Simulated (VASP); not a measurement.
Wanted: the native input for a VASP 6.6.1 run.

```yaml
Task: single point
Functional: PBEsol
Potentials_or_basis: VASP PAW PBE potentials, release 64 (Hg)
Cutoff: 500 eV
k_mesh: 6 × 6 × 6
Occupations: methfessel-paxton, width 0.136057 eV
Spin: no spin polarisation
Dipole_correction: no
Further_INCAR_settings: ALGO = Normal; EDIFF = 1e-06; NBANDS = 12
```

The structure of Hg lies in POSCAR:

```
Hg
1.0
    2.2413981767     -2.0526551813      0.0000000000
    2.2413981767      2.0526551813      0.0000000000
   -0.3498937672      0.0000000000      3.0498997669
Hg
1
Direct
    0.5000000000      0.5000000000      0.5000000000
```

These files were run (other wordings do the same):

INCAR

```
SYSTEM = Hg
PREC = Accurate ; ENCUT = 500
EDIFF = 1E-6 ; ISMEAR = 1
SIGMA = 0.13605693122994 ; LREAL = .FALSE.
LASPH = .TRUE. ; NELM = 120
ALGO = Normal ; ISIF = 2
LWAVE = .FALSE. ; LCHARG = .FALSE.
GGA = PS ; NBANDS = 12
GGA_COMPAT = .FALSE.
```

KPOINTS

```
Automatic mesh
0
G
  6 6 6
  0 0 0
```

Potentials or basis: VASP PAW PBE potentials, release 64 (Hg).

Run with:

```sh
$ cat potpaw_PBE.64/Hg/POTCAR > POTCAR
$ mpirun -np 1 vasp_std > vasp.out
```

Results of the run:

```
Pressure               : -3.3 GPa
Band gap on the k mesh : zero (band 6 reaches 4.68 eV, above the bottom of band 7 at -0.18 eV)
```

Caveat: the PAW data sets were made with another functional, which shifts forces and pressure a little; spin-orbit coupling is left out, which moves the levels of the heavy elements.

It took 8.4 s on 1 thread of Intel(R) Xeon(R) Platinum 8488C (Sapphire Rapids) (shared host), peak memory 0.15 GiB.
